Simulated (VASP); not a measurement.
Set up this calculation in VASP 6.6.1, as the native input.

* Task: single point
* Functional: PBE
* Potentials or basis: VASP PAW PBE potentials, release 64 (Co, Cl, O)
* Cutoff: 520 eV
* k mesh: 4 × 4 × 7
* Occupations: fermi-dirac, width 0.05 eV
* Spin: collinear spin, ferromagnetic start
* Starting moments: [4.0, 0.0, 0.0, 0.0, 0.0] μB
* Fixed moment: 4 μB
* Dipole correction: no
* Further INCAR settings: ALGO = Normal; EDIFF = 1e-07; NBANDS = 30

The structure of CoCl2O2 lies in POSCAR:

```
CoCl2O2
1.0
    3.5808710000     -3.9269530000      0.0000000000
    3.5808710000      3.9269530000      0.0000000000
   -0.4203970000      0.0000000000      3.4576140000
Co Cl O
1 2 2
Direct
    0.0000000000      0.0000000000      0.0000000000
    0.7655230000      0.7655230000      0.4279410000
    0.2344770000      0.2344770000      0.5720590000
    0.7918370000      0.2081630000      0.0000000000
    0.2081630000      0.7918370000      0.0000000000
```

The input as run:

INCAR

```
  ALGO = Normal
  EDIFF = 1E-7
  ENCUT = 520
  GGA = PE
  ISIF = 2
  ISMEAR = -1
  ISPIN = 2
  LASPH = T
  LCHARG = F
  LMAXMIX = 4
  LORBIT = 11
  LREAL = F
  LWAVE = F
  MAGMOM = 4 0 0 0 0
  NBANDS = 30
  NELM = 150
  NUPDOWN = 4.0
  PREC = Accurate
  SIGMA = 0.05
```

KPOINTS

```
k-points
0
Gamma
  4 4 7
```

Potentials or basis: VASP PAW PBE potentials, release 64 (Co, Cl, O).

Command:

```sh
$ cat potpaw_PBE.64/Co/POTCAR potpaw_PBE.64/Cl/POTCAR potpaw_PBE.64/O/POTCAR > POTCAR
$ mpirun -np 1 vasp_std > vasp.out
```

Results of the run:

```
Pressure                                              : 2.9 GPa
Largest force                                         : 2.605 eV/Å
Net moment                                            : 4.00 μB per cell
Site moments                                          : Co +1.40; Cl +0.22; O +0.83 μB
Valence electrons inside the program's atomic spheres : Co 8.57; Cl 5.01; O 4.81
```

Caveat: the stress differs along the axes, from -3 to 14 GPa; the total moment is fixed, so each spin has its own Fermi level and the state may be an excited one; a cell with one magnetic atom can't hold antiferromagnetic order, which such compounds often take; forces of over 1 eV/Å act on the atoms, so gaps and moduli don't describe the material at rest.

Run time: 7.9 min on 1 thread of Oxide Virtual Turin-like Processor, on a shared host, peak memory 0.3 GiB.
